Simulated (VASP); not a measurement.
# MoS2 (R3m) in VASP: single point with PBEsol

Aim: the single point of MoS2 with PBEsol.

Everything below comes from runs of VASP 6.6.1. Logs are shortened: lines on timing, memory, paths and dates and some standing lists are left out, and cuts for length are marked.

**1. The cell of the first run**

It takes space group R3m (No. 160, trigonal). Conventional cell: a = 3.045 Å, b = 3.045 Å, c = 17.827 Å, α = 90.00°, β = 90.00°, γ = 120.00°. Within 3.0 Å of Mo (site symmetry 3m) lie 6 S at 2.31 to 2.33 Å. S (site symmetry 3m) has 3 Mo at 2.31 Å within 3.0 Å. Within 3.1 Å of S (site symmetry 3m) lie 3 Mo at 2.33 Å and 7 S at 3.02 to 3.04 Å.

**2. Single point, PBEsol, collinear spin, ferromagnetic start (W replaced by Mo, lengths x 0.987, strained)**

INCAR reads:

```
PREC = Accurate ; ENCUT = 520
EDIFF = 1E-6 ; ISMEAR = 0
SIGMA = 0.1 ; LREAL = False
LASPH = True ; NELM = 150
ALGO = Normal ; ISIF = 2
LWAVE = False ; LCHARG = False
ISPIN = 2 ; MAGMOM = 1 0 0
LORBIT = 11 ; LMAXMIX = 4
GGA = PS ; NBANDS = 24
```

KPOINTS reads:

```
regular mesh
0
Gamma
  9 9 9
```

POSCAR reads:

```
MoS2
1.0
    1.5223881270      0.8789511949      5.9423547378
   -1.5223881270      0.8789511949      5.9423547378
    0.0000000000     -1.7579023898      5.9423547378
Mo S
1 2
Direct
    0.0000000000      0.0000000000      0.0000000000
    0.7503000000      0.7503000000      0.7503000000
    0.5810000000      0.5810000000      0.5810000000
```

Potentials or basis: VASP PAW PBE potentials, release 64 (Mo_sv, S).

Command:

```console
$ cat potpaw_PBE.64/Mo_sv/POTCAR potpaw_PBE.64/S/POTCAR > POTCAR
$ mpirun -np 1 vasp_std > vasp.out
```

OUTCAR:

```text
PREC = Accurate
   ENCUT = 520
   EDIFF = 1E-6
   ISMEAR = 0
   LREAL = False
   LASPH = True
   NELM = 150
   ISIF = 2
   ISPIN = 2
   LORBIT = 11
   GGA = PS

 ion  position               nearest neighbor table
   1  0.000  0.000  0.000-   2 2.31   2 2.31   2 2.31   3 2.33   3 2.33   3 2.33
   2  0.750  0.750  0.750-   1 2.31   1 2.31   1 2.31
   3  0.581  0.581  0.581-   1 2.33   1 2.33   1 2.33

  LATTYP: Found a trigonal (rhomboedric) cell.
 ALAT       =     6.1969186409
 COS(alpha) =     0.8792939096

  Lattice vectors:

 A1 = (   1.5223881270,   0.8789511949,   5.9423547378)
 A2 = (  -1.5223881270,   0.8789511949,   5.9423547378)
 A3 = (   0.0000000000,  -1.7579023898,   5.9423547378)

Analysis of symmetry for initial positions (statically):
=====================================================================
 Subroutine PRICEL returns:
 Original cell was already a primitive cell.

 Routine SETGRP: Setting up the symmetry group for a
 trigonal (rhombohedral) supercell.

 Subroutine GETGRP returns: Found  6 space group operations
 (whereof  6 operations were pure point group operations)
 out of a pool of 12 trial point group operations.

The static configuration has the point symmetry C_3v.

Analysis of symmetry for dynamics (positions and initial velocities):
=====================================================================
 Subroutine PRICEL returns:
 Original cell was already a primitive cell.

 Routine SETGRP: Setting up the symmetry group for a
 trigonal (rhombohedral) supercell.

 Subroutine GETGRP returns: Found  6 space group operations
 (whereof  6 operations were pure point group operations)
 out of a pool of 12 trial point group operations.

The dynamic configuration has the point symmetry C_3v.

Analysis of structural, dynamic, and magnetic symmetry:
=====================================================================
 Subroutine PRICEL returns:
 Original cell was already a primitive cell.

 Routine SETGRP: Setting up the symmetry group for a
 trigonal (rhombohedral) supercell.

 Subroutine GETGRP returns: Found  6 space group operations
 (whereof  6 operations were pure point group operations)
 out of a pool of 12 trial point group operations.

The overall configuration has the point symmetry C_3v.

 Subroutine INISYM returns: Found  6 space group operations
 (whereof  6 operations are pure point group operations),
 and found     1 'primitive' translations

----------------------------------------------------------------------------------------

                                     Primitive cell

  volume of cell :      47.7090

  direct lattice vectors                    reciprocal lattice vectors
     1.522388127  0.878951195  5.942354738     0.328431358  0.189619933  0.056094486
    -1.522388127  0.878951195  5.942354738    -0.328431358  0.189619933  0.056094486
     0.000000000 -1.757902390  5.942354738     0.000000000 -0.379239866  0.056094486

  length of vectors
     6.196918641  6.196918641  6.196918641     0.383365970  0.383365970  0.383365970

  position of ions in fractional coordinates (direct lattice)
     0.000000000  0.000000000  0.000000000
     0.750300000  0.750300000  0.750300000
     0.581000000  0.581000000  0.581000000

  ion indices of the primitive-cell ions
   primitive index   ion index
                 1           1
                 2           2
                 3           3

----------------------------------------------------------------------------------------

 KPOINTS: regular mesh

Automatic generation of k-mesh.
 Grid dimensions read from file:
 generate k-points for:    9    9    9

 Generating k-lattice:

  Cartesian coordinates                     Fractional coordinates (reciprocal lattice)
     0.036492373  0.021068881  0.006232721     0.111111111 -0.000000000  0.000000000
    -0.036492373  0.021068881  0.006232721    -0.000000000  0.111111111  0.000000000
     0.000000000 -0.042137763  0.006232721     0.000000000  0.000000000  0.111111111

  Length of vectors
     0.042596219  0.042596219  0.042596219

  Shift w.r.t. Gamma in fractional coordinates (k-lattice)
     0.000000000  0.000000000  0.000000000

 Subroutine IBZKPT returns following result:
 ===========================================

 Found     85 irreducible k-points:

 Following reciprocal coordinates:
            Coordinates               Weight
  0.000000  0.000000  0.000000      1.000000
  0.111111  0.000000  0.000000      6.000000
  0.222222 -0.000000 -0.000000      6.000000
  0.333333  0.000000 -0.000000      6.000000
  0.444444 -0.000000 -0.000000      6.000000
  0.111111  0.111111 -0.000000      6.000000
[... 16 lines left out ...]
 -0.333333  0.333333  0.000000      6.000000
  0.444444  0.444444 -0.000000      6.000000
 [... further k-points ...]
   k-points           NKPTS =     85   k-points in BZ     NKDIM =     85   number of bands    NBANDS=     24
   number of dos      NEDOS =    301   number of ions     NIONS =      3
   total plane-waves  NPLWV = 110592
   dimension x,y,z NGX =    48 NGY =   48 NGZ =   48
   dimension x,y,z NGXF=    96 NGYF=   96 NGZF=   96
   ions per type =               1   2
   NGX,Y,Z   is equivalent  to a cutoff of  12.88, 12.88, 12.88 a.u.
   NGXF,Y,Z  is equivalent  to a cutoff of  25.75, 25.75, 25.75 a.u.
 SYSTEM =  unknown system
   PREC   = accura    normal or accurate (medium, high low for compatibility)
   ISTART =      0    job   : 0-new  1-cont  2-samecut
   ICHARG =      2    charge: 1-file 2-atom 10-const
   ISPIN  =      2    spin polarized calculation?
   LNONCOLLINEAR =      F non collinear calculations
   LSORBIT =      F    spin-orbit coupling
   LASPH  =      T    aspherical Exc in radial PAW
   ENCUT  =  520.0 eV  38.22 Ry    6.18 a.u.  11.52 11.52 11.52*2*pi/ulx,y,z
   NELM   =    150;   NELMIN=  2; NELMDL= -5     # of ELM steps
   EDIFF  = 0.1E-05   stopping-criterion for ELM
   LREAL  =      F    real-space projection
   EDIFFG = 0.1E-04   stopping-criterion for IOM
   NSW    =      0    number of steps for IOM
   IBRION =     -1    ionic relax: 0-MD 1-quasi-New 2-CG
   NFREE  =      0    steps in history (QN), initial steepest desc. (CG)
   ISIF   =      2    stress and relaxation
   ISYM   =      2    0-nonsym 1-usesym 2-fastsym
   POTIM  = 0.5000    time-step for ionic-motion
   TEBEG  =    0.0;   TEEND  =   0.0 temperature during run
   PSTRESS=    0.0 pullay stress
   NELECT =      26.0000    total number of electrons
   NUPDOWN=      -1.0000    fix difference up-down
   EMIN   =  10.00;   EMAX   =-10.00  energy-range for DOS
   EFERMI =   0.00;   METHOD = LEGACY
   ISMEAR =     0;   SIGMA  =   0.10  broadening in eV -4-tet -1-fermi 0-gaus
   EFERMI_NEDOS =   21; number of points for ismear=-14 and -15
   IALGO  =     38    algorithm
   IMIX   =      4    mixing-type and parameters
     AMIX     =   0.40;   BMIX     =  1.00
     AMIX_MAG =   1.60;   BMIX_MAG =  1.00
  volume/ion in A,a.u.               =      15.90       107.32
  Fermi-wavevector in a.u.,A,eV,Ry     =   1.337209  2.526959 24.328957  1.788128
  Thomas-Fermi vector in A             =   2.465776
   LORBIT       =     11    0 simple, 1 ext, 2 COOP (PROOUT), +10 PAW based schemes
   GGA     = PS    functional components
   LHFCALC =     F    Hartree Fock is set to
   AEXX    =    0.0000 exact exchange contribution
   IVDW    =     0    specifies the selected vdW correction
   LEPSILON=     F    determine dielectric tensor
   LRPA    =     F    only Hartree local field effects (RPA)
 spin polarized calculation
 Gauss-broadening in eV      SIGMA  =   0.10
  energy-cutoff  :      520.00
  volume of cell :       47.71
 maximum number of plane-waves:      1306
 NGX is ok and might be reduce to    48
   NGX = 23   NGY = 23   NGZ = 23

 number of electron      26.0000000 magnetization      -0.0001646

 number of electron      26.0000000 magnetization       0.0000269

 Free energy of the ion-electron system (eV)
  ---------------------------------------------------
  ext. energy  EPLUGINS =         0.00000000
  ---------------------------------------------------
  free energy    TOTEN  =       -23.17869737 eV

  energy without entropy =      -23.17869737  energy(sigma->0) =      -23.17869737

 E-fermi :   9.5013     XC(G=0): -11.5716

 val. band max:        9.0944597538   @ k =   0.4444   0.4444   0.4444
 cond. band min:      10.0127717508   @ k =  -0.2222   0.1111   0.0000
 fundamental gap:      0.9183119970
 Fermi energy:         9.5012903625

 spin component 1

 k-point     1 :       0.0000    0.0000    0.0000
  band No.  band energies     occupation
      1     -52.3451      1.00000
      2     -26.6738      1.00000
      3     -26.2726      1.00000
      4     -26.2726      1.00000
      5      -6.7573      1.00000
      6      -4.6780      1.00000
[... 16 lines left out ...]
     23      21.3228      0.00000
     24      21.3228      0.00000

 k-point     2 :       0.1111    0.0000    0.0000
  band No.  band energies     occupation
      1     -52.3369      1.00000
      2     -26.6584      1.00000
      3     -26.3477      1.00000
      4     -26.2892      1.00000
      5      -6.5286      1.00000
      6      -4.6212      1.00000
[... 16 lines left out ...]
     23      20.1242      0.00000
     24      21.2371      0.00000

 k-point     3 :       0.2222   -0.0000   -0.0000
  band No.  band energies     occupation
      1     -52.3161      1.00000
      2     -26.6192      1.00000
      3     -26.5340      1.00000
      4     -26.3310      1.00000
      5      -5.9019      1.00000
      6      -4.4649      1.00000
[... 16 lines left out ...]
     23      21.3781      0.00000
     24      21.8058      0.00000
[... 514 lines left out ...]
 k-point    23 :      -0.3333    0.3333    0.0000
  band No.  band energies     occupation
      1     -52.2656      1.00000
      2     -26.7409      1.00000
      3     -26.6625      1.00000
      4     -26.5240      1.00000
      5      -3.9631      1.00000
      6      -3.8329      1.00000
[... 16 lines left out ...]
     23      21.7567      0.00000
     24      22.1674      0.00000

 k-point    24 :       0.4444    0.4444   -0.0000
  band No.  band energies     occupation
      1     -52.2767      1.00000
      2     -26.8713      1.00000
      3     -26.5447      1.00000
      4     -26.4085      1.00000
      5      -4.3236      1.00000
      6      -4.1940      1.00000
[... 16 lines left out ...]
     23      20.1073      0.00000
     24      23.0570      0.00000

 [... further k-points ...]

 spin component 2

 k-point     1 :       0.0000    0.0000    0.0000
  band No.  band energies     occupation
      1     -52.3451      1.00000
      2     -26.6738      1.00000
      3     -26.2726      1.00000
      4     -26.2726      1.00000
      5      -6.7573      1.00000
      6      -4.6779      1.00000
[... 16 lines left out ...]
     23      21.3228      0.00000
     24      21.3228      0.00000

 k-point     2 :       0.1111    0.0000    0.0000
  band No.  band energies     occupation
      1     -52.3369      1.00000
      2     -26.6584      1.00000
      3     -26.3477      1.00000
      4     -26.2892      1.00000
      5      -6.5286      1.00000
      6      -4.6212      1.00000
[... 16 lines left out ...]
     23      20.1242      0.00000
     24      21.2371      0.00000

 k-point     3 :       0.2222   -0.0000   -0.0000
  band No.  band energies     occupation
      1     -52.3161      1.00000
      2     -26.6192      1.00000
      3     -26.5340      1.00000
      4     -26.3310      1.00000
      5      -5.9019      1.00000
      6      -4.4649      1.00000
[... 16 lines left out ...]
     23      21.3781      0.00000
     24      21.8058      0.00000
[... 514 lines left out ...]
 k-point    23 :      -0.3333    0.3333    0.0000
  band No.  band energies     occupation
      1     -52.2656      1.00000
      2     -26.7409      1.00000
      3     -26.6625      1.00000
      4     -26.5240      1.00000
      5      -3.9630      1.00000
      6      -3.8329      1.00000
[... 16 lines left out ...]
     23      21.7567      0.00000
     24      22.1674      0.00000

 k-point    24 :       0.4444    0.4444   -0.0000
  band No.  band energies     occupation
      1     -52.2767      1.00000
      2     -26.8713      1.00000
      3     -26.5447      1.00000
      4     -26.4085      1.00000
      5      -4.3236      1.00000
      6      -4.1940      1.00000
[... 16 lines left out ...]
     23      20.1073      0.00000
     24      23.0569      0.00000

 [... further k-points ...]

------------------------ aborting loop because EDIFF is reached ----------------------------------------

  FORCE on cell =-STRESS in cart. coord.  units (eV):
  Direction    XX          YY          ZZ          XY          YZ          ZX
  --------------------------------------------------------------------------------------
  -------------------------------------------------------------------------------------
  Total        5.4119811      5.4119811      6.0069920      0.0000000      0.0000000      0.0000000
  in kB      181.7468450    181.7468449    201.7286877      0.0000000      0.0000000      0.0000000
  external PRESSURE =     188.4074592 kB  Pullay stress =       0.0000000 kB

 VOLUME and BASIS-vectors are now :
 -----------------------------------------------------------------------------
  energy-cutoff  :      520.00
  volume of cell :       47.71
      direct lattice vectors                 reciprocal lattice vectors
     1.522388127  0.878951195  5.942354738     0.328431358  0.189619933  0.056094486
    -1.522388127  0.878951195  5.942354738    -0.328431358  0.189619933  0.056094486
     0.000000000 -1.757902390  5.942354738     0.000000000 -0.379239866  0.056094486

 POSITION                                       TOTAL-FORCE (eV/Angst)
 -----------------------------------------------------------------------------------
      0.00000      0.00000      0.00000         0.000000      0.000000     -0.696631
      0.00000      0.00000     13.37565         0.000000     -0.000000      2.151193
      0.00000      0.00000     10.35752         0.000000      0.000000     -1.454562
 -----------------------------------------------------------------------------------
    total drift:                                0.000000      0.000000     -0.000153

  FREE ENERGIE OF THE ION-ELECTRON SYSTEM (eV)
  ---------------------------------------------------
  free  energy   TOTEN  =       -23.1786973713 eV

  energy  without entropy=      -23.1786973713  energy(sigma->0) =      -23.17869737

 total charge

# of ion       s       p       d       tot
------------------------------------------
    1        2.331   6.281   4.189  12.802
    2        1.359   2.387   0.000   3.746
    3        1.361   2.368   0.000   3.729
--------------------------------------------------
tot          5.052  11.035   4.189  20.277

 magnetization (x)

# of ion       s       p       d       tot
------------------------------------------
    1        0.000   0.000   0.000   0.000
    2        0.000  -0.000   0.000  -0.000
    3        0.000  -0.000   0.000  -0.000
--------------------------------------------------
tot          0.000  -0.000   0.000   0.000
```

Run time: 17 min. Hardware: 1 thread of AMD EPYC 7R43 (Zen 3), shared host; peak memory 0.44 GiB.

Results:

```
Free energy                                           : -23.1787 eV
Pressure                                              : 18.8 GPa
Largest force                                         : 2.151 eV/Å
Band gap on the k mesh                                : 0.92 eV, indirect (least direct gap 2.05 eV)
Net moment                                            : 0.00 μB per cell
Valence electrons inside the program's atomic spheres : Mo 12.80; S 3.75, 3.73
```

Forces on the atoms (eV/Å):
```
Mo   0.000  0.000 -0.697
S    0.000  0.000  2.151
S    0.000  0.000 -1.455
```

Caveat: the cell differs from its parent crystal (W replaced by Mo, lengths x 0.987, strained); the PAW data sets were made with another functional, which shifts forces and pressure a little.
